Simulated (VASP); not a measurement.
# Pt in VASP: single point with LDA

Aim: the single point of Pt with LDA.

Program: VASP 6.6.1. These are calculated values, not measurements. Logs are shortened: lines on timing, memory, paths and dates and some standing lists are left out, and cuts for length are marked.

## Step 1: The cell of the first run

The typed cell holds 1 atom: a = 2.823 Å, b = 2.823 Å, c = 2.823 Å, α = 120.00°, β = 120.00°, γ = 90.01°.

## Step 2: Single point, LDA

INCAR

```
SYSTEM = Pt
PREC = Accurate
ENCUT = 520
EDIFF = 1E-6
ISMEAR = 0
SIGMA = 0.15
LREAL = .FALSE.
LASPH = .TRUE.
NELM = 60
ALGO = Fast
ISIF = 2
LWAVE = .FALSE.
LCHARG = .FALSE.
GGA = CA
NBANDS = 11
```

KPOINTS

```
Automatic mesh
0
G
  24 24 24
  0 0 0
```

POSCAR

```
Pt
1.0
   -1.4114506192      1.4114506192      1.9957911756
    1.4114506192     -1.4114506192      1.9957911756
    1.4114506192      1.4114506192     -1.9957911756
Pt
1
Direct
    0.0000000000      0.0000000000      0.0000000000
```

Potentials or basis: VASP PAW LDA potentials, release 64 (Pt).

Run with:

```bash
$ cat potpaw_LDA.64/Pt/POTCAR > POTCAR
$ mpirun -np 1 vasp_std > vasp.out
```

OUTCAR:

```text
SYSTEM = Pt
   PREC = Accurate
   ENCUT = 520
   EDIFF = 1E-6
   ISMEAR = 0
   LREAL = .FALSE.
   LASPH = .TRUE.
   NELM = 60
   ISIF = 2
   GGA = CA

 ion  position               nearest neighbor table
   1  0.000  0.000  0.000-

  LATTYP: Found a body centered tetragonal cell.
 ALAT       =     2.8229012384
 C/A-ratio  =     1.4140000000

  Lattice vectors:

 A1 = (  -1.4114506192,   1.4114506192,   1.9957911756)
 A2 = (   1.4114506192,  -1.4114506192,   1.9957911756)
 A3 = (   1.4114506192,   1.4114506192,  -1.9957911756)

Analysis of symmetry for initial positions (statically):
=====================================================================
 Subroutine PRICEL returns:
 Original cell was already a primitive cell.

 Routine SETGRP: Setting up the symmetry group for a
 body centered tetragonal supercell.

 Subroutine GETGRP returns: Found 16 space group operations
 (whereof 16 operations were pure point group operations)
 out of a pool of 16 trial point group operations.

The static configuration has the point symmetry D_4h.

Analysis of symmetry for dynamics (positions and initial velocities):
=====================================================================
 Subroutine PRICEL returns:
 Original cell was already a primitive cell.

 Routine SETGRP: Setting up the symmetry group for a
 body centered tetragonal supercell.

 Subroutine GETGRP returns: Found 16 space group operations
 (whereof 16 operations were pure point group operations)
 out of a pool of 16 trial point group operations.

The dynamic configuration has the point symmetry D_4h.

 Subroutine INISYM returns: Found 16 space group operations
 (whereof 16 operations are pure point group operations),
 and found     1 'primitive' translations

----------------------------------------------------------------------------------------

                                     Primitive cell

  volume of cell :      15.9040

  direct lattice vectors                    reciprocal lattice vectors
    -1.411450619  1.411450619  1.995791176     0.000000000  0.354245479  0.250527213
     1.411450619 -1.411450619  1.995791176     0.354245479  0.000000000  0.250527213
     1.411450619  1.411450619 -1.995791176     0.354245479  0.354245479  0.000000000

  length of vectors
     2.822688101  2.822688101  2.822688101     0.433882177  0.433882177  0.500978760

  position of ions in fractional coordinates (direct lattice)
     0.000000000  0.000000000  0.000000000

  ion indices of the primitive-cell ions
   primitive index   ion index
                 1           1

----------------------------------------------------------------------------------------

 KPOINTS: Automatic mesh

Automatic generation of k-mesh.
 Grid dimensions read from file:
 generate k-points for:   24   24   24

 Generating k-lattice:

  Cartesian coordinates                     Fractional coordinates (reciprocal lattice)
     0.000000000  0.014760228  0.010438634     0.041666667 -0.000000000  0.000000000
     0.014760228  0.000000000  0.010438634    -0.000000000  0.041666667  0.000000000
     0.014760228  0.014760228  0.000000000     0.000000000  0.000000000  0.041666667

  Length of vectors
     0.018078424  0.018078424  0.020874115

  Shift w.r.t. Gamma in fractional coordinates (k-lattice)
     0.000000000  0.000000000  0.000000000

 Subroutine IBZKPT returns following result:
 ===========================================

 Found   1063 irreducible k-points:

 Following reciprocal coordinates:
            Coordinates               Weight
  0.000000  0.000000  0.000000      1.000000
  0.041667  0.000000 -0.000000      8.000000
  0.083333  0.000000  0.000000      8.000000
  0.125000  0.000000 -0.000000      8.000000
  0.166667  0.000000 -0.000000      8.000000
  0.208333  0.000000 -0.000000      8.000000
[... 16 lines left out ...]
  0.416667  0.041667 -0.000000     16.000000
  0.458333  0.041667 -0.000000     16.000000
 [... further k-points ...]
   k-points           NKPTS =   1063   k-points in BZ     NKDIM =   1063   number of bands    NBANDS=     11
   number of dos      NEDOS =    301   number of ions     NIONS =      1
   total plane-waves  NPLWV =  13824
   dimension x,y,z NGX =    24 NGY =   24 NGZ =   24
   dimension x,y,z NGXF=    48 NGYF=   48 NGZF=   48
   ions per type =               1
   NGX,Y,Z   is equivalent  to a cutoff of  14.14, 14.14, 14.14 a.u.
   NGXF,Y,Z  is equivalent  to a cutoff of  28.27, 28.27, 28.27 a.u.
 SYSTEM =  Pt
   PREC   = accura    normal or accurate (medium, high low for compatibility)
   ISTART =      0    job   : 0-new  1-cont  2-samecut
   ICHARG =      2    charge: 1-file 2-atom 10-const
   ISPIN  =      1    spin polarized calculation?
   LNONCOLLINEAR =      F non collinear calculations
   LSORBIT =      F    spin-orbit coupling
   LASPH  =      T    aspherical Exc in radial PAW
   ENCUT  =  520.0 eV  38.22 Ry    6.18 a.u.   5.25  5.25  5.25*2*pi/ulx,y,z
   NELM   =     60;   NELMIN=  2; NELMDL= -5     # of ELM steps
   EDIFF  = 0.1E-05   stopping-criterion for ELM
   LREAL  =      F    real-space projection
   EDIFFG = 0.1E-04   stopping-criterion for IOM
   NSW    =      0    number of steps for IOM
   IBRION =     -1    ionic relax: 0-MD 1-quasi-New 2-CG
   NFREE  =      0    steps in history (QN), initial steepest desc. (CG)
   ISIF   =      2    stress and relaxation
   ISYM   =      2    0-nonsym 1-usesym 2-fastsym
   POTIM  = 0.5000    time-step for ionic-motion
   TEBEG  =    0.0;   TEEND  =   0.0 temperature during run
   PSTRESS=    0.0 pullay stress
   NELECT =      10.0000    total number of electrons
   NUPDOWN=      -1.0000    fix difference up-down
   EMIN   =  10.00;   EMAX   =-10.00  energy-range for DOS
   EFERMI =   0.00;   METHOD = LEGACY
   ISMEAR =     0;   SIGMA  =   0.15  broadening in eV -4-tet -1-fermi 0-gaus
   EFERMI_NEDOS =   21; number of points for ismear=-14 and -15
   IALGO  =     68    algorithm
   IMIX   =      4    mixing-type and parameters
     AMIX     =   0.40;   BMIX     =  1.00
     AMIX_MAG =   1.60;   BMIX_MAG =  1.00
  volume/ion in A,a.u.               =      15.90       107.33
  Fermi-wavevector in a.u.,A,eV,Ry     =   1.402510  2.650360 26.763132  1.967035
  Thomas-Fermi vector in A             =   2.525265
   LORBIT       =      0    0 simple, 1 ext, 2 COOP (PROOUT), +10 PAW based schemes
   GGA     = CA    functional components
   LHFCALC =     F    Hartree Fock is set to
   AEXX    =    0.0000 exact exchange contribution
   IVDW    =     0    specifies the selected vdW correction
   LEPSILON=     F    determine dielectric tensor
   LRPA    =     F    only Hartree local field effects (RPA)
 non-spin polarized calculation
 RMM-DIIS sequential band-by-band and
 Gauss-broadening in eV      SIGMA  =   0.15
  energy-cutoff  :      520.00
  volume of cell :       15.90
 maximum number of plane-waves:       444
 NGX is ok and might be reduce to    24
   NGX = 11   NGY = 11   NGZ = 11

 number of electron      10.0000001 magnetization

 Free energy of the ion-electron system (eV)
  ---------------------------------------------------
  ext. energy  EPLUGINS =         0.00000000
  ---------------------------------------------------
  free energy    TOTEN  =        -7.44943402 eV

  energy without entropy =       -7.42575827  energy(sigma->0) =       -7.43759615

 E-fermi :  10.1230     XC(G=0): -13.3811

 val. band max:       10.1226217516   @ k =  -0.4167   0.3750   0.0000
 cond. band min:      10.1241567734   @ k =   0.4167   0.2917   0.0417
 fundamental gap:      0.0015350218
 Fermi energy:        10.1229751935

 k-point     1 :       0.0000    0.0000    0.0000
  band No.  band energies     occupation
      1       0.4687      2.00000
      2       6.6263      2.00000
      3       6.6263      2.00000
      4       6.6280      2.00000
      5       8.6363      2.00000
      6       8.6383      2.00000
      7      24.8915      0.00000
      8      29.5101      0.00000
      9      29.5101      0.00000
     10      29.5136      0.00000
     11      34.7737      0.00000

 k-point     2 :       0.0417    0.0000   -0.0000
  band No.  band energies     occupation
      1       0.5354      2.00000
      2       6.5979      2.00000
      3       6.6527      2.00000
      4       6.6538      2.00000
      5       8.6217      2.00000
      6       8.6236      2.00000
      7      24.9927      0.00000
      8      29.1234      0.00000
      9      29.6092      0.00000
     10      29.6115      0.00000
     11      35.1914      0.00000

 k-point     3 :       0.0833    0.0000    0.0000
  band No.  band energies     occupation
      1       0.7326      2.00000
      2       6.5180      2.00000
      3       6.7265      2.00000
      4       6.7276      2.00000
      5       8.5845      2.00000
      6       8.5864      2.00000
      7      25.2799      0.00000
      8      28.2096      0.00000
      9      29.9007      0.00000
     10      29.9031      0.00000
     11      35.9979      0.00000

 k-point     4 :       0.1250    0.0000   -0.0000
  band No.  band energies     occupation
      1       1.0500      2.00000
      2       6.4076      2.00000
      3       6.8303      2.00000
      4       6.8314      2.00000
      5       8.5463      2.00000
      6       8.5479      2.00000
      7      25.6958      0.00000
      8      27.0837      0.00000
      9      30.3672      0.00000
     10      30.3696      0.00000
     11      35.6214      0.00000
[... 239 lines left out ...]
 k-point    22 :       0.3750    0.0417    0.0000
  band No.  band energies     occupation
      1       3.3260      2.00000
      2       6.6773      2.00000
      3       6.7333      2.00000
      4       7.9855      2.00000
      5       9.6182      2.00000
      6      10.1047      1.13645
      7      18.0330      0.00000
      8      25.0243      0.00000
      9      29.0041      0.00000
     10      30.0739      0.00000
     11      35.7307      0.00000

 k-point    23 :       0.4167    0.0417   -0.0000
  band No.  band energies     occupation
      1       3.3576      2.00000
      2       6.6025      2.00000
      3       6.6676      2.00000
      4       8.7226      2.00000
      5       9.8945      1.96878
      6      10.4316      0.00361
      7      16.6867      0.00000
      8      24.7258      0.00000
      9      28.5732      0.00000
     10      29.2866      0.00000
     11      36.7313      0.00000

 k-point    24 :       0.4583    0.0417   -0.0000
  band No.  band energies     occupation
      1       3.3631      2.00000
      2       6.5564      2.00000
      3       6.6333      2.00000
      4       9.1940      2.00000
      5      10.0855      1.27629
      6      10.7307      0.00000
      7      15.7490      0.00000
      8      24.5628      0.00000
      9      28.3986      0.00000
     10      28.7720      0.00000
     11      37.4006      0.00000

 [... further k-points ...]

------------------------ aborting loop because EDIFF is reached ----------------------------------------

  FORCE on cell =-STRESS in cart. coord.  units (eV):
  Direction    XX          YY          ZZ          XY          YZ          ZX
  --------------------------------------------------------------------------------------
  -------------------------------------------------------------------------------------
  Total       -1.8019377     -1.8019377     -1.8006947      0.0000000     -0.0000000      0.0000000
  in kB     -181.5281149   -181.5281149   -181.4028852      0.0000000     -0.0000000      0.0000000
  external PRESSURE =    -181.4863717 kB  Pullay stress =       0.0000000 kB

 VOLUME and BASIS-vectors are now :
 -----------------------------------------------------------------------------
  energy-cutoff  :      520.00
  volume of cell :       15.90
      direct lattice vectors                 reciprocal lattice vectors
    -1.411450619  1.411450619  1.995791176     0.000000000  0.354245479  0.250527213
     1.411450619 -1.411450619  1.995791176     0.354245479  0.000000000  0.250527213
     1.411450619  1.411450619 -1.995791176     0.354245479  0.354245479  0.000000000

 POSITION                                       TOTAL-FORCE (eV/Angst)
 -----------------------------------------------------------------------------------
      0.00000      0.00000      0.00000        -0.000000     -0.000000      0.000000
 -----------------------------------------------------------------------------------
    total drift:                               -0.000000      0.000000      0.000000

  FREE ENERGIE OF THE ION-ELECTRON SYSTEM (eV)
  ---------------------------------------------------
  free  energy   TOTEN  =        -7.4494340229 eV

  energy  without entropy=       -7.4257582679  energy(sigma->0) =       -7.43759615
```

It took 53 s on 1 thread of Intel Xeon 6975P-C (Granite Rapids), shared host; peak memory 0.29 GiB.

What came out:

| Item | Value |
| --- | --- |
| Free energy | -7.4494 eV |
| Pressure | -18.1 GPa |
| Band gap on the k mesh | zero (bands 5 and 6 overlap by 2.02 eV) |

Caveat: the cell stands under tension; spin-orbit coupling is left out, which moves the levels of the heavy elements.
